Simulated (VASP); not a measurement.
Write the native input for VASP 6.6.1 that does the following.

```yaml
Task: single point
Functional: PBE
Potentials_or_basis: VASP PAW PBE potentials, release 64 (Sn_d, O)
Cutoff: 520 eV
k_mesh: 10 × 10 × 8
Occupations: gaussian, width 0.05 eV
Spin: no spin polarisation
Dipole_correction: no
Further_INCAR_settings: ALGO = Normal; EDIFF = 1e-06; NBANDS = 28
```

The structure of SnO lies in POSCAR:

```
SnO
1.0
    3.9842158739      0.0000000000      0.0000000000
    0.0000000000      3.9842158739      0.0000000000
    0.0000000000      0.0000000000      5.1432860516
Sn O
2 2
Direct
    0.0000000000      0.5000000000      0.2287361932
    0.5000000000      0.0000000000      0.7712638068
    0.0000000000      0.0000000000      0.0000000000
    0.5000000000      0.5000000000      0.0000000000
```

This cell differs from its parent crystal: strain +0.030 along x and y, +0.015 along z.

These files were run (other wordings do the same):

INCAR

```
PREC = Accurate
ENCUT = 520
EDIFF = 1E-6
ISMEAR = 0
SIGMA = 0.05
LREAL = False
LASPH = True
NELM = 80
ALGO = Normal
ISIF = 2
LWAVE = False
LCHARG = False
GGA = PE
NBANDS = 28
```

KPOINTS

```
Automatic mesh
0
Gamma
  10 10 8
```

Potentials or basis: VASP PAW PBE potentials, release 64 (Sn_d, O).

Launch:

```console
$ cat potpaw_PBE.64/Sn_d/POTCAR potpaw_PBE.64/O/POTCAR > POTCAR
$ mpirun -np 1 vasp_std > vasp.out
```

It gave:

```json
{
 "Pressure": "-5.2 GPa",
 "Largest force": "0.735 eV/Å",
 "Band gap on the k mesh": "0.76 eV, indirect (least direct gap 1.84 eV)"
}
```

Caveat: the cell differs from its parent crystal (strain +0.030 along x and y, +0.015 along z); spin-orbit coupling is left out, which moves the levels of the heavy elements.

Wall time 76 s on 1 thread of Intel(R) Xeon(R) 6975P-C (Granite Rapids), on a shared host, peak memory 0.31 GiB.
